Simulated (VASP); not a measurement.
Ga4SbAs:

```
Ga Sb As
1.0
     5.30105    0.00000    0.00000
    -2.65053    4.59085    0.00000
     0.00000    0.00000    5.63295
Ga Sb As
4 1 1
Direct
  0.66667 0.33333 0.00000
  0.50067 0.00135 0.50000
  0.99865 0.49933 0.50000
  0.50067 0.49933 0.50000
  0.33333 0.66667 0.00000
  0.00000 0.00000 0.00000
```

The cell was generated, and may not be a known phase.

```yaml
Program: VASP 6.6.1
Task: relaxation of cell and atoms
Functional: PBE
Potentials_or_basis: VASP PAW PBE potentials, release 64 (Ga_d, Sb, As)
Cutoff: 600 eV
k_mesh: 12 × 12 × 8
Occupations: gaussian, width 0.1 eV
Spin: no spin polarisation
```

At the start: pressure 0.1 GPa; volume 22.85 Å³/atom.

How do energy, volume and symmetry change on relaxing?

Over 7 steps the energy falls by 3.3 meV/atom and the volume is 22.72 Å³/atom (-0.6 %); space group P-6m2 (No. 187, to 0.1 Å) before and after.

The path:
```csv
step,energy change (eV),largest force (eV/Å),pressure (GPa),volume (Å³)
1,0.0000,0.0114,0.14,137.09
2,-0.0100,0.0092,-0.09,137.48
3,-0.0162,0.0513,-0.46,138.13
4,-0.0195,0.0317,-0.02,136.55
5,-0.0196,0.0284,0.06,136.26
6,-0.0196,0.0272,0.09,136.23
7,-0.0198,0.0004,0.04,136.29
```

Final structure:
```cif
data_structure
_symmetry_space_group_name_H-M 'P 1'
_symmetry_Int_Tables_number 1
_cell_length_a 5.3701
_cell_length_b 5.3701
_cell_length_c 5.4573
_cell_angle_alpha 90.000
_cell_angle_beta 90.000
_cell_angle_gamma 120.000
_cell_volume 136.29
loop_
_atom_site_label
_atom_site_type_symbol
_atom_site_fract_x
_atom_site_fract_y
_atom_site_fract_z
_atom_site_occupancy
Ga1 Ga 0.66667 0.33333 0.00000 1
Ga2 Ga 0.50117 0.00235 0.50000 1
Ga3 Ga 0.99765 0.49883 0.50000 1
Ga4 Ga 0.50117 0.49883 0.50000 1
Sb1 Sb 0.33333 0.66667 0.00000 1
As1 As 0.00000 0.00000 0.00000 1
```
